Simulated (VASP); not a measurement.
A run of VASP 6.6.1 is set up as follows.

Contents of POSCAR:

```
GaAs
1.0
    0.0000000000      2.6624552591      2.6624552591
    2.6624552591      0.0000000000      2.6624552591
    2.6624552591      2.6624552591      0.0000000000
Ga As
1 1
Direct
    0.0000000000      0.0000000000      0.0000000000
    0.5000000000      0.5000000000      0.5000000000
```

The input INCAR.step1:

```
PREC = Accurate
ENCUT = 600
ISMEAR = 0
SIGMA = 0.1
LREAL = F
LASPH = T
NELM = 80
GGA = PE
ALGO = Normal
EDIFF = 1E-4
LWAVE = T
LCHARG = F
```

The input INCAR.step2:

```
PREC = Accurate
ENCUT = 600
EDIFF = 1E-6
ISMEAR = 0
SIGMA = 0.1
LREAL = F
LASPH = T
NELM = 80
ALGO = Normal
ISIF = 3
LWAVE = F
LCHARG = F
METAGGA = R2SCAN
LMIXTAU = T
IBRION = 2
NSW = 100
EDIFFG = -0.01
ISTART = 1
```

Contents of KPOINTS:

```
Automatic mesh
0
Gamma
  18 18 18
```

Potentials or basis: VASP PAW PBE potentials, release 64 (Ga_d, As).

Command:

```bash
$ cat potpaw_PBE.64/Ga_d/POTCAR potpaw_PBE.64/As/POTCAR > POTCAR
$ cp INCAR.step1 INCAR
$ mpirun -np 1 vasp_std > vasp.out
$ cp INCAR.step2 INCAR
$ mpirun -np 1 vasp_std > vasp.out
```

Problem. Estimate the relaxed cell.

Solution. a = 3.769 Å, b = 3.769 Å, c = 3.769 Å, α = 60.00°, β = 60.00°, γ = 60.00°.

Problem. Predict the space group after relaxing (to 0.1 Å).

Solution. Fm-3m (No. 225).

Problem. Predict the relaxed volume.

Solution. 18.93 Å³/atom.

Final structure:
```
CELL_PARAMETERS angstrom
0.00000 2.66531 2.66531
2.66531 0.00000 2.66531
2.66531 2.66531 0.00000
ATOMIC_POSITIONS crystal
Ga 0.00000 0.00000 0.00000
As 0.50000 0.50000 0.50000
```

Caveat: the PAW data sets were made with another functional, which shifts forces and pressure a little.
